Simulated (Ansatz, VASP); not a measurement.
# One calculation of AgCl, two programs

```
Ag Cl
1.0
     3.39963    0.00000    0.00000
     0.00000    3.39963    0.00000
     0.00000    0.00000    3.43397
Ag Cl
1 1
Direct
  0.00000 0.00000 0.00000
  0.50000 0.50000 0.50000
```

Change from the starting cell: equal xx and yy strain of -1 %, crystal datasets.

Alike in both runs: task electric field gradients; functional PBE; k mesh 9 × 9 × 9; occupations fermi-dirac, width 0.01 eV; no spin polarisation.

|  | VASP | Ansatz |
| --- | --- | --- |
| version | VASP 6.6.1 | Ansatz 0.2.0 |
| potentials or method | VASP PAW PBE potentials, release 64 (Ag, Cl), cutoff 520 eV | all-electron PAW with datasets made for the crystal, scalar-relativistic |

```tsv
	VASP	Ansatz	Ansatz less VASP
gap on the k mesh at the Fermi level (eV)	0.60	0.60	+0.001
pressure (GPa)	0.7	0.9	+0.14
traceless stress, the component that is largest in VASP (GPa)	-0.33	-0.33	+0.001
size of Vzz on the site where it differs most (V/Å²)	1.0	1.3	+0.32
```

Ansatz ran all-electron here, and VASP with PAW potentials.
